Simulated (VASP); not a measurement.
**Be2Zn3Te3: single point with PBE**

Crystal: Be2Zn3Te3.

```
Be Zn Te
1.0
     7.66149    0.00000    0.00000
    -3.83074    6.63504    0.00000
     0.00000    0.00000    8.37506
Be Zn Te
2 3 3
Cartesian
  0.0000 4.4234 0.0000
  3.8307 2.2117 0.0000
  3.8307 0.0000 0.0000
  -1.9154 3.3175 0.0000
  1.9154 3.3175 0.0000
  0.0000 0.0000 1.4064
  0.0000 0.0000 6.9687
  0.0000 0.0000 4.1875
```

```yaml
Program: VASP 6.6.1
Task: single point
Functional: PBE
Potentials_or_basis: VASP PAW PBE potentials, release 64 (Be, Zn, Te)
Cutoff: 520 eV
k_mesh: 4 × 4 × 3
Occupations: gaussian, width 0.2 eV
Spin: no spin polarisation
Dipole_correction: no
Further_INCAR_settings: ALGO = Fast; EDIFF = 1e-06; NBANDS = 39
```

```yaml
Pressure: 0.3 GPa
Largest_force: 0.005 eV/Å
Band_gap_on_the_k_mesh: zero (band 29 reaches -0.64 eV, above the bottom of band 30 at -1.61 eV)
```

Forces on the atoms (eV/Å):
```
Be   0.000  0.000  0.000
Be   0.000  0.000  0.000
Zn   0.000  0.000  0.000
Zn   0.000  0.000  0.000
Zn   0.000  0.000  0.000
Te   0.000  0.000 -0.005
Te   0.000  0.000  0.005
Te   0.000  0.000  0.000
```

Stress tensor (GPa, compression positive):
```
 0.41  0.00  0.00
 0.00  0.41  0.00
 0.00  0.00 -0.06
```

Levels at points of the mesh, in eV from the Fermi level:
| k point | band 26 | band 27 | band 28 | band 29 | band 30 | band 31 | band 32 | band 33 |
| --- | --- | --- | --- | --- | --- | --- | --- | --- |
| (0.00, 0.00, 0.00) | -2.54 | -0.94 | -0.94 | -0.85 | -0.85 | 0.32 | 0.64 | 0.64 |
| (0.50, 0.00, 0.00) | -1.30 | -1.06 | -0.89 | -0.65 | -0.65 | 0.03 | 0.56 | 1.18 |

Run time: 96 s on 1 thread of Intel(R) Xeon(R) 6975P-C (Granite Rapids), on a shared host, peak memory 0.58 GiB.

Caveat: spin-orbit coupling is left out, which moves the levels of the heavy elements.
